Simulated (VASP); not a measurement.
Input of a VASP 6.6.1 run:

INCAR

```
SYSTEM = CoO
ALGO = Normal
EDIFF = 1E-6
ENCUT = 520
GGA = PS
ISIF = 2
ISMEAR = -1
ISPIN = 2
IVDW = 12
LASPH = .TRUE.
LCHARG = .FALSE.
LMAXMIX = 4
LORBIT = 11
LREAL = .FALSE.
LWAVE = .FALSE.
MAGMOM = 1.8 0
NBANDS = 18
NELM = 150
PREC = Accurate
SIGMA = 0.2
```

The input KPOINTS:

```
k-points
0
G
  14 14 14
  0 0 0
```

File POSCAR:

```
CoO
1.0
    3.0143960000      0.0000000000      0.0000000000
    1.5071980000      2.6105435131      0.0000000000
    1.5071980000      0.8701811710      2.4612440276
Co O
1 1
Direct
    0.0000000000      0.0000000000      0.0000000000
    0.5000000000      0.5000000000      0.5000000000
```

Potentials or basis: VASP PAW PBE potentials, release 64 (Co, O).

Launch:

```console
$ cat potpaw_PBE.64/Co/POTCAR potpaw_PBE.64/O/POTCAR > POTCAR
$ mpirun -np 1 vasp_std > vasp.out
```

**Question.** Estimate the pressure.

**Answer.** -15.0 GPa.

**Question.** What does it give for the dispersion energy per atom?

**Answer.** -0.217 eV.

Caveat: the cell stands under tension; the PAW data sets were made with another functional, which shifts forces and pressure a little; a cell with one magnetic atom can't hold antiferromagnetic order, which such compounds often take.
